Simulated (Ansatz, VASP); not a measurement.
## Au: VASP beside Ansatz

File INCAR:

```
SYSTEM = Au
PREC = Accurate
ENCUT = 520
EDIFF = 1E-6
ISMEAR = -1
SIGMA = 0.1
LREAL = .False.
LASPH = .True.
NELM = 100
ALGO = Normal
ISIF = 2
LWAVE = .False.
LCHARG = .False.
GGA = CA
NBANDS = 18
```

KPOINTS

```
Automatic mesh
0
Gamma
  12 12 12
  0 0 0
```

The input POSCAR:

```
Au
1.0
    0.0000000000      2.2801940117      2.2801940117
    2.2801940117      0.0000000000      2.2801940117
    2.2801940117      2.2801940117      0.0000000000
Au
2
Direct
   -0.1250000000     -0.1250000000     -0.1250000000
    0.1250000000      0.1250000000      0.1250000000
```

Input for Ansatz:

```yaml
crystal:
  lattice:
    - [0.0, 2.2801940117, 2.2801940117]
    - [2.2801940117, 0.0, 2.2801940117]
    - [2.2801940117, 2.2801940117, 0.0]
  atoms:
    - { symbol: Au, position: [-0.125, -0.125, -0.125] }
    - { symbol: Au, position: [0.125, 0.125, 0.125] }
kpoints:
  mp_grid: { grid: [12, 12, 12] }
  band_path:
    path:
      - [0.0, 0.0, 0.0]
      - [0.5, 0.0, 0.5]
      - [0.625, 0.25, 0.625]
      - [0.375, 0.375, 0.75]
      - [0.0, 0.0, 0.0]
      - [0.5, 0.5, 0.5]
      - [0.5, 0.25, 0.75]
      - [0.5, 0.0, 0.5]
    npoints: 8
scf:
  occupations: { method: fermi_dirac, width: 0.1 }
hamiltonian:
  xc: lda
  pseudopotentials: { kind: all_electron, lapw: { basis_error: 0.001 } }
output:
  forces: true
  stress: true
  eigenvalues: true
  populations: true
  dos: { projected: true, de: 0.2, e_range: [-14, 8] }
```

Change from the starting cell: volume scaled by 0.45, LAPW.

Alike in both runs: task single point; functional LDA; k mesh 12 × 12 × 12; occupations fermi-dirac, width 0.1 eV; no spin polarisation.

```csv
,VASP,Ansatz
version,VASP 6.6.1,Ansatz 0.2.0
potentials or method,"VASP PAW LDA potentials, release 64 (Au), cutoff 520 eV","all-electron LAPW, scalar-relativistic"
```

|  | VASP | Ansatz | Ansatz less VASP |
| --- | --- | --- | --- |
| pressure (GPa) | 482.5 | 523.7 | +41.13 |

LDA's correlation is that of Perdew and Zunger in VASP and of Perdew and Wang (1992) in Ansatz. Both programs put the cell under a high pressure, so it lies far from rest at this level. Ansatz ran all-electron here, and VASP with PAW potentials.

Spin-orbit coupling is off throughout. Noted on VASP's run: the cell as given lies far from equilibrium.
